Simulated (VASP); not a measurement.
# InSb (F-43m) in VASP: notebook

Runs on InSb. Level: PBEsol. Tasks: single point.

Program: VASP 6.6.1. These are calculated values, not measurements. Logs are shortened: lines on timing, memory, paths and dates and some standing lists are left out, and cuts for length are marked.

### Step 1. The cell of the first run

It takes space group F-43m (No. 216, cubic). The conventional cell has a = 6.521 Å, b = 6.521 Å, c = 6.521 Å, α = 90.00°, β = 90.00°, γ = 90.00°. Within 3.7 Å of In (site symmetry -43m) lie 4 Sb at 2.82 Å. Within 3.7 Å of Sb (site symmetry -43m) lie 4 In at 2.82 Å.

### Step 2. Single point, PBEsol (volume scaled by 1.02)

INCAR reads:

```
PREC = Accurate ; ENCUT = 520
EDIFF = 1E-6 ; ISMEAR = -1
SIGMA = 0.05 ; LREAL = False
LASPH = True ; NELM = 100
ALGO = Normal ; ISIF = 2
LWAVE = False ; LCHARG = False
GGA = PS ; NBANDS = 16
```

KPOINTS reads:

```
regular mesh
0
Gamma
  9 9 9
```

POSCAR reads:

```
InSb
1.0
    0.0000000000      3.2605516185      3.2605516185
    3.2605516185      0.0000000000      3.2605516185
    3.2605516185      3.2605516185      0.0000000000
In Sb
1 1
Direct
    0.0000000000      0.0000000000      0.0000000000
    0.7500000000      0.7500000000      0.7500000000
```

Potentials or basis: VASP PAW PBE potentials, release 64 (In_d, Sb).

Launch:

```sh
cat potpaw_PBE.64/In_d/POTCAR potpaw_PBE.64/Sb/POTCAR > POTCAR
mpirun -np 1 vasp_std > vasp.out
```

OUTCAR:

```text
PREC = Accurate
   ENCUT = 520
   EDIFF = 1E-6
   ISMEAR = -1
   LREAL = False
   LASPH = True
   NELM = 100
   ISIF = 2
   GGA = PS

 ion  position               nearest neighbor table
   1  0.000  0.000  0.000-   2 2.82   2 2.82   2 2.82   2 2.82
   2  0.750  0.750  0.750-   1 2.82   1 2.82   1 2.82   1 2.82

  LATTYP: Found a face centered cubic cell.
 ALAT       =     6.5211032370

  Lattice vectors:

 A1 = (   0.0000000000,   3.2605516185,   3.2605516185)
 A2 = (   3.2605516185,   0.0000000000,   3.2605516185)
 A3 = (   3.2605516185,   3.2605516185,   0.0000000000)

Analysis of symmetry for initial positions (statically):
=====================================================================
 Subroutine PRICEL returns:
 Original cell was already a primitive cell.

 Routine SETGRP: Setting up the symmetry group for a
 face centered cubic supercell.

 Subroutine GETGRP returns: Found 24 space group operations
 (whereof 24 operations were pure point group operations)
 out of a pool of 48 trial point group operations.

The static configuration has the point symmetry T_d .

Analysis of symmetry for dynamics (positions and initial velocities):
=====================================================================
 Subroutine PRICEL returns:
 Original cell was already a primitive cell.

 Routine SETGRP: Setting up the symmetry group for a
 face centered cubic supercell.

 Subroutine GETGRP returns: Found 24 space group operations
 (whereof 24 operations were pure point group operations)
 out of a pool of 48 trial point group operations.

The dynamic configuration has the point symmetry T_d .

 Subroutine INISYM returns: Found 24 space group operations
 (whereof 24 operations are pure point group operations),
 and found     1 'primitive' translations

----------------------------------------------------------------------------------------

                                     Primitive cell

  volume of cell :      69.3271

  direct lattice vectors                    reciprocal lattice vectors
     0.000000000  3.260551619  3.260551619    -0.153348285  0.153348285  0.153348285
     3.260551619  0.000000000  3.260551619     0.153348285 -0.153348285  0.153348285
     3.260551619  3.260551619  0.000000000     0.153348285  0.153348285 -0.153348285

  length of vectors
     4.611116320  4.611116320  4.611116320     0.265607021  0.265607021  0.265607021
[... 73 lines left out ...]
   ISTART =      0    job   : 0-new  1-cont  2-samecut
   ICHARG =      2    charge: 1-file 2-atom 10-const
   ISPIN  =      1    spin polarized calculation?
   LNONCOLLINEAR =      F non collinear calculations
   LSORBIT =      F    spin-orbit coupling
   LASPH  =      T    aspherical Exc in radial PAW
   ENCUT  =  520.0 eV  38.22 Ry    6.18 a.u.   8.57  8.57  8.57*2*pi/ulx,y,z
   NELM   =    100;   NELMIN=  2; NELMDL= -5     # of ELM steps
   EDIFF  = 0.1E-05   stopping-criterion for ELM
   LREAL  =      F    real-space projection
   EDIFFG = 0.1E-04   stopping-criterion for IOM
   NSW    =      0    number of steps for IOM
   IBRION =     -1    ionic relax: 0-MD 1-quasi-New 2-CG
   NFREE  =      0    steps in history (QN), initial steepest desc. (CG)
   ISIF   =      2    stress and relaxation
   ISYM   =      2    0-nonsym 1-usesym 2-fastsym
   POTIM  = 0.5000    time-step for ionic-motion
   TEBEG  =    0.0;   TEEND  =   0.0 temperature during run
   PSTRESS=    0.0 pullay stress
   NELECT =      18.0000    total number of electrons
   NUPDOWN=      -1.0000    fix difference up-down
   EMIN   =  10.00;   EMAX   =-10.00  energy-range for DOS
   EFERMI =   0.00;   METHOD = LEGACY
   ISMEAR =    -1;   SIGMA  =   0.05  broadening in eV -4-tet -1-fermi 0-gaus
   EFERMI_NEDOS =   21; number of points for ismear=-14 and -15
   IALGO  =     38    algorithm
   IMIX   =      4    mixing-type and parameters
     AMIX     =   0.40;   BMIX     =  1.00
     AMIX_MAG =   1.60;   BMIX_MAG =  1.00
  volume/ion in A,a.u.               =      34.66       233.92
  Fermi-wavevector in a.u.,A,eV,Ry     =   1.044395  1.973619 14.840690  1.090760
  Thomas-Fermi vector in A             =   2.179145
   LORBIT       =      0    0 simple, 1 ext, 2 COOP (PROOUT), +10 PAW based schemes
   GGA     = PS    functional components
   LHFCALC =     F    Hartree Fock is set to
   AEXX    =    0.0000 exact exchange contribution
   IVDW    =     0    specifies the selected vdW correction
   LEPSILON=     F    determine dielectric tensor
   LRPA    =     F    only Hartree local field effects (RPA)
 non-spin polarized calculation
  energy-cutoff  :      520.00
  volume of cell :       69.33
 maximum number of plane-waves:      1893
   NGX = 17   NGY = 17   NGZ = 17

 number of electron      17.9999994 magnetization

 Free energy of the ion-electron system (eV)
  ---------------------------------------------------
  ext. energy  EPLUGINS =         0.00000000
  ---------------------------------------------------
  free energy    TOTEN  =        -7.69861490 eV

  energy without entropy =       -7.69817597  energy(sigma->0) =       -7.69839543

 E-fermi :   4.8157     XC(G=0):  -8.7862

 val. band max:        4.7595893593   @ k =   0.0000   0.0000   0.0000
 cond. band min:       5.2162693208   @ k =   0.4444   0.0000   0.0000
 fundamental gap:      0.4566799615
 Fermi energy:         4.8157363623

 k-point     1 :       0.0000    0.0000    0.0000
  band No.  band energies     occupation
      1      -9.7408      2.00000
      2      -9.7408      2.00000
      3      -9.7408      2.00000
      4      -9.6596      2.00000
      5      -9.6596      2.00000
      6      -5.8674      2.00000
[... 433 lines left out ...]
      3      -9.7004      2.00000
      4      -9.6773      2.00000
      5      -9.6512      2.00000
      6      -4.0639      2.00000
[... 8 lines left out ...]
     15      14.7888      0.00000
     16      15.2842      0.00000

 [... further k-points ...]
[... 5 lines left out ...]
  --------------------------------------------------------------------------------------
  -------------------------------------------------------------------------------------
  Total       -0.0083913     -0.0083913     -0.0083913      0.0000000      0.0000000      0.0000000
  in kB       -0.1939258     -0.1939258     -0.1939258      0.0000000      0.0000000      0.0000000
  external PRESSURE =      -0.1939258 kB  Pullay stress =       0.0000000 kB

 VOLUME and BASIS-vectors are now :
 -----------------------------------------------------------------------------
  energy-cutoff  :      520.00
  volume of cell :       69.33
      direct lattice vectors                 reciprocal lattice vectors
     0.000000000  3.260551619  3.260551619    -0.153348285  0.153348285  0.153348285
     3.260551619  0.000000000  3.260551619     0.153348285 -0.153348285  0.153348285
     3.260551619  3.260551619  0.000000000     0.153348285  0.153348285 -0.153348285

 POSITION                                       TOTAL-FORCE (eV/Angst)
 -----------------------------------------------------------------------------------
      0.00000      0.00000      0.00000         0.000000      0.000000      0.000000
      4.89083      4.89083      4.89083        -0.000000     -0.000000     -0.000000
 -----------------------------------------------------------------------------------
    total drift:                                0.000000      0.000000      0.000000

  FREE ENERGIE OF THE ION-ELECTRON SYSTEM (eV)
  ---------------------------------------------------
  free  energy   TOTEN  =        -7.6986148988 eV

  energy  without entropy=       -7.6981759695  energy(sigma->0) =       -7.69839543
```

Run time: 36 s. Hardware: 1 thread of AMD EPYC 7R13 (Zen 3), shared host; peak memory 0.19 GiB.

Results:

```yaml
Free_energy: -7.6986 eV
Pressure: 0.0 GPa
Band_gap_on_the_k_mesh: zero (filled and empty bands touch)
```

Caveat: the PAW data sets were made with another functional, which shifts forces and pressure a little; spin-orbit coupling is left out, which moves the levels of the heavy elements.

### Step 3. Single point, PBEsol (volume scaled by 1.06)

INCAR reads:

```
  PREC = Accurate
  ENCUT = 520
  EDIFF = 1E-7
  ISMEAR = -1
  SIGMA = 0.05
  LREAL = F
  LASPH = T
  NELM = 80
  ALGO = Normal
  ISIF = 2
  LWAVE = F
  LCHARG = T
  GGA = PS
  LELF = T
  LVHAR = T
  NBANDS = 16
```

KPOINTS is that of step 2.

POSCAR reads:

```
InSb
1.0
    0.0000000000      3.3026278931      3.3026278931
    3.3026278931      0.0000000000      3.3026278931
    3.3026278931      3.3026278931      0.0000000000
In Sb
1 1
Direct
    0.0000000000      0.0000000000      0.0000000000
    0.7500000000      0.7500000000      0.7500000000
```

Potentials or basis: VASP PAW PBE potentials, release 64 (In_d, Sb).

Launch:

```sh
cat potpaw_PBE.64/In_d/POTCAR potpaw_PBE.64/Sb/POTCAR > POTCAR
mpirun -np 1 vasp_std > vasp.out
```

OUTCAR:

```text
PREC = Accurate
   ENCUT = 520
   EDIFF = 1E-7
   ISMEAR = -1
   LREAL = F
   LASPH = T
   NELM = 80
   ISIF = 2
   GGA = PS

 ion  position               nearest neighbor table
   1  0.000  0.000  0.000-   2 2.86   2 2.86   2 2.86   2 2.86
   2  0.750  0.750  0.750-   1 2.86   1 2.86   1 2.86   1 2.86

  LATTYP: Found a face centered cubic cell.
 ALAT       =     6.6052557862

  Lattice vectors:

 A1 = (   0.0000000000,   3.3026278931,   3.3026278931)
 A2 = (   3.3026278931,   0.0000000000,   3.3026278931)
 A3 = (   3.3026278931,   3.3026278931,   0.0000000000)

Analysis of symmetry for initial positions (statically):
=====================================================================
 Subroutine PRICEL returns:
 Original cell was already a primitive cell.

 Routine SETGRP: Setting up the symmetry group for a
 face centered cubic supercell.

 Subroutine GETGRP returns: Found 24 space group operations
 (whereof 24 operations were pure point group operations)
 out of a pool of 48 trial point group operations.

The static configuration has the point symmetry T_d .

Analysis of symmetry for dynamics (positions and initial velocities):
=====================================================================
 Subroutine PRICEL returns:
 Original cell was already a primitive cell.

 Routine SETGRP: Setting up the symmetry group for a
 face centered cubic supercell.

 Subroutine GETGRP returns: Found 24 space group operations
 (whereof 24 operations were pure point group operations)
 out of a pool of 48 trial point group operations.

The dynamic configuration has the point symmetry T_d .

 Subroutine INISYM returns: Found 24 space group operations
 (whereof 24 operations are pure point group operations),
 and found     1 'primitive' translations

----------------------------------------------------------------------------------------

                                     Primitive cell

  volume of cell :      72.0458

  direct lattice vectors                    reciprocal lattice vectors
     0.000000000  3.302627893  3.302627893    -0.151394591  0.151394591  0.151394591
     3.302627893  0.000000000  3.302627893     0.151394591 -0.151394591  0.151394591
     3.302627893  3.302627893  0.000000000     0.151394591  0.151394591 -0.151394591

  length of vectors
     4.670621158  4.670621158  4.670621158     0.262223124  0.262223124  0.262223124

  position of ions in fractional coordinates (direct lattice)
     0.000000000  0.000000000  0.000000000
     0.750000000  0.750000000  0.750000000

  ion indices of the primitive-cell ions
   primitive index   ion index
                 1           1
                 2           2

----------------------------------------------------------------------------------------

 KPOINTS: regular mesh

Automatic generation of k-mesh.
 Grid dimensions read from file:
 generate k-points for:    9    9    9

 Generating k-lattice:

  Cartesian coordinates                     Fractional coordinates (reciprocal lattice)
    -0.016821621  0.016821621  0.016821621     0.111111111  0.000000000  0.000000000
     0.016821621 -0.016821621  0.016821621     0.000000000  0.111111111  0.000000000
     0.016821621  0.016821621 -0.016821621     0.000000000  0.000000000  0.111111111

  Length of vectors
     0.029135903  0.029135903  0.029135903

  Shift w.r.t. Gamma in fractional coordinates (k-lattice)
     0.000000000  0.000000000  0.000000000

 Subroutine IBZKPT returns following result:
 ===========================================

 Found     35 irreducible k-points:

 Following reciprocal coordinates:
            Coordinates               Weight
  0.000000  0.000000  0.000000      1.000000
  0.111111  0.000000  0.000000      8.000000
  0.222222  0.000000  0.000000      8.000000
  0.333333  0.000000  0.000000      8.000000
  0.444444  0.000000  0.000000      8.000000
  0.111111  0.111111  0.000000      6.000000
[... 16 lines left out ...]
 -0.333333  0.333333  0.000000     12.000000
  0.444444  0.444444  0.000000      6.000000
 [... further k-points ...]
   k-points           NKPTS =     35   k-points in BZ     NKDIM =     35   number of bands    NBANDS=     16
   number of dos      NEDOS =    301   number of ions     NIONS =      2
   total plane-waves  NPLWV =  46656
   dimension x,y,z NGX =    36 NGY =   36 NGZ =   36
   dimension x,y,z NGXF=    72 NGYF=   72 NGZF=   72
   ions per type =               1   1
   NGX,Y,Z   is equivalent  to a cutoff of  12.81, 12.81, 12.81 a.u.
   NGXF,Y,Z  is equivalent  to a cutoff of  25.63, 25.63, 25.63 a.u.
 SYSTEM =  unknown system
   PREC   = accura    normal or accurate (medium, high low for compatibility)
   ISTART =      0    job   : 0-new  1-cont  2-samecut
   ICHARG =      2    charge: 1-file 2-atom 10-const
   ISPIN  =      1    spin polarized calculation?
   LNONCOLLINEAR =      F non collinear calculations
   LSORBIT =      F    spin-orbit coupling
   LASPH  =      T    aspherical Exc in radial PAW
   ENCUT  =  520.0 eV  38.22 Ry    6.18 a.u.   8.68  8.68  8.68*2*pi/ulx,y,z
   NELM   =     80;   NELMIN=  2; NELMDL= -5     # of ELM steps
   EDIFF  = 0.1E-06   stopping-criterion for ELM
   LREAL  =      F    real-space projection
   EDIFFG = 0.1E-05   stopping-criterion for IOM
   NSW    =      0    number of steps for IOM
   IBRION =     -1    ionic relax: 0-MD 1-quasi-New 2-CG
   NFREE  =      0    steps in history (QN), initial steepest desc. (CG)
   ISIF   =      2    stress and relaxation
   ISYM   =      2    0-nonsym 1-usesym 2-fastsym
   POTIM  = 0.5000    time-step for ionic-motion
   TEBEG  =    0.0;   TEEND  =   0.0 temperature during run
   PSTRESS=    0.0 pullay stress
   NELECT =      18.0000    total number of electrons
   NUPDOWN=      -1.0000    fix difference up-down
   EMIN   =  10.00;   EMAX   =-10.00  energy-range for DOS
   EFERMI =   0.00;   METHOD = LEGACY
   ISMEAR =    -1;   SIGMA  =   0.05  broadening in eV -4-tet -1-fermi 0-gaus
   EFERMI_NEDOS =   21; number of points for ismear=-14 and -15
   IALGO  =     38    algorithm
   IMIX   =      4    mixing-type and parameters
     AMIX     =   0.40;   BMIX     =  1.00
     AMIX_MAG =   1.60;   BMIX_MAG =  1.00
  volume/ion in A,a.u.               =      36.02       243.09
  Fermi-wavevector in a.u.,A,eV,Ry     =   1.031089  1.948475 14.464951  1.063144
  Thomas-Fermi vector in A             =   2.165219
   LORBIT       =      0    0 simple, 1 ext, 2 COOP (PROOUT), +10 PAW based schemes
   GGA     = PS    functional components
   LHFCALC =     F    Hartree Fock is set to
   AEXX    =    0.0000 exact exchange contribution
   IVDW    =     0    specifies the selected vdW correction
   LEPSILON=     F    determine dielectric tensor
   LRPA    =     F    only Hartree local field effects (RPA)
 non-spin polarized calculation
  energy-cutoff  :      520.00
  volume of cell :       72.05
 maximum number of plane-waves:      1964
   NGX = 17   NGY = 17   NGZ = 17

 number of electron      18.0000006 magnetization

 Free energy of the ion-electron system (eV)
  ---------------------------------------------------
  ext. energy  EPLUGINS =         0.00000000
  ---------------------------------------------------
  free energy    TOTEN  =        -7.68558004 eV

  energy without entropy =       -7.68511041  energy(sigma->0) =       -7.68534522

 E-fermi :   4.4309     XC(G=0):  -8.6238

 val. band max:        4.3713290746   @ k =   0.0000   0.0000   0.0000
 cond. band min:       4.7648293240   @ k =   0.4444   0.0000   0.0000
 fundamental gap:      0.3935002493
 Fermi energy:         4.4309031123

 k-point     1 :       0.0000    0.0000    0.0000
  band No.  band energies     occupation
      1     -10.0551      2.00000
      2     -10.0551      2.00000
      3     -10.0551      2.00000
      4      -9.9838      2.00000
      5      -9.9838      2.00000
      6      -6.0236      2.00000
[... 8 lines left out ...]
     15      12.5365      0.00000
     16      12.5365      0.00000

 k-point     2 :       0.1111    0.0000    0.0000
  band No.  band energies     occupation
      1     -10.0598      2.00000
      2     -10.0531      2.00000
      3     -10.0530      2.00000
      4      -9.9840      2.00000
      5      -9.9840      2.00000
      6      -5.9203      2.00000
[... 8 lines left out ...]
     15      11.8550      0.00000
     16      11.8550      0.00000
[... 387 lines left out ...]
      5      -9.9821      2.00000
      6      -4.3930      2.00000
[... 8 lines left out ...]
     15      12.0389      0.00000
     16      15.0733      0.00000

 k-point    24 :       0.4444    0.4444    0.0000
  band No.  band energies     occupation
      1     -10.1194      2.00000
      2     -10.0204      2.00000
      3     -10.0204      2.00000
      4      -9.9987      2.00000
      5      -9.9764      2.00000
      6      -4.3479      2.00000
[... 8 lines left out ...]
     15      14.3131      0.00000
     16      14.6190      0.00000

 [... further k-points ...]
[... 5 lines left out ...]
  --------------------------------------------------------------------------------------
  -------------------------------------------------------------------------------------
  Total       -0.6824792     -0.6824792     -0.6824792     -0.0000000      0.0000000     -0.0000000
  in kB      -15.1771800    -15.1771800    -15.1771800     -0.0000000      0.0000000     -0.0000000
  external PRESSURE =     -15.1771800 kB  Pullay stress =       0.0000000 kB

 VOLUME and BASIS-vectors are now :
 -----------------------------------------------------------------------------
  energy-cutoff  :      520.00
  volume of cell :       72.05
      direct lattice vectors                 reciprocal lattice vectors
     0.000000000  3.302627893  3.302627893    -0.151394591  0.151394591  0.151394591
     3.302627893  0.000000000  3.302627893     0.151394591 -0.151394591  0.151394591
     3.302627893  3.302627893  0.000000000     0.151394591  0.151394591 -0.151394591

 POSITION                                       TOTAL-FORCE (eV/Angst)
 -----------------------------------------------------------------------------------
      0.00000      0.00000      0.00000        -0.000000     -0.000000     -0.000000
      4.95394      4.95394      4.95394         0.000000      0.000000      0.000000
 -----------------------------------------------------------------------------------
    total drift:                                0.000000      0.000000      0.000000

  FREE ENERGIE OF THE ION-ELECTRON SYSTEM (eV)
  ---------------------------------------------------
  free  energy   TOTEN  =        -7.6855800371 eV

  energy  without entropy=       -7.6851104078  energy(sigma->0) =       -7.68534522
```

Wall time 48 s (1 thread of AMD EPYC 7R13 (Zen 3), shared host); peak memory 0.19 GiB.

What came out:

* Free energy: -7.6856 eV
* Pressure: -1.5 GPa
* Band gap on the k mesh: zero (filled and empty bands touch)

Caveat: the PAW data sets were made with another functional, which shifts forces and pressure a little; spin-orbit coupling is left out, which moves the levels of the heavy elements.
